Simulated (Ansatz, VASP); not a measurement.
## In in VASP and in Ansatz

The input INCAR:

```
SYSTEM = In
PREC = Accurate
ENCUT = 500
EDIFF = 1E-6
ISMEAR = 1
SIGMA = 0.1
LREAL = .FALSE.
LASPH = .TRUE.
NELM = 200
ALGO = Normal
ISIF = 2
LWAVE = .FALSE.
LCHARG = .FALSE.
MAGMOM = 0 0 0
LORBIT = 11
LSORBIT = .TRUE.
GGA_COMPAT = .FALSE.
LORBMOM = .TRUE.
GGA = PE
NBANDS = 24
```

The input KPOINTS:

```
Automatic mesh
0
G
  7 7 7
  0 0 0
```

POSCAR

```
In
1.0
   -1.6254700000      1.6254700000      2.4737000000
    1.6254700000     -1.6254700000      2.4737000000
    1.6254700000      1.6254700000     -2.4737000000
In
1
Direct
    0.0000000000      0.0000000000      0.0000000000
```

Input for Ansatz:

```yaml
crystal:
  lattice:
    - [-1.62547, 1.62547, 2.4737]
    - [1.62547, -1.62547, 2.4737]
    - [1.62547, 1.62547, -2.4737]
  atoms:
    - { symbol: In, position: [0.0, 0.0, 0.0] }
basis:
  ecutwfc: 435.382179935808
  xc_grid: 1
kpoints:
  mp_grid:
    grid: [7, 7, 7]
hamiltonian:
  xc: pbe
magnetization:
  noncollinear: true
  spin_orbit: true
scf:
  occupations:
    method: methfessel_paxton
output:
  eigenvalues: true
```

Alike in both runs: task single point; functional PBE; k mesh 7 × 7 × 7; non-collinear spin, spin-orbit coupling.

|  | VASP | Ansatz |
| --- | --- | --- |
| version | VASP 6.6.1 | Ansatz 0.2.0 |
| potentials or method | VASP PAW PBE potentials, release 64 (In_d), cutoff 500 eV | plane waves, PAW |
| occupations | methfessel-paxton of order 1, width 0.1 eV | methfessel-paxton of order 1 |
| valence electrons in the cell | 13 | 13 |

```csv
,VASP,Ansatz,Ansatz less VASP
net moment per atom (μB),0.00,0.00,0.000
```

The k mesh is coarse, so the values compare programs but aren't converged.
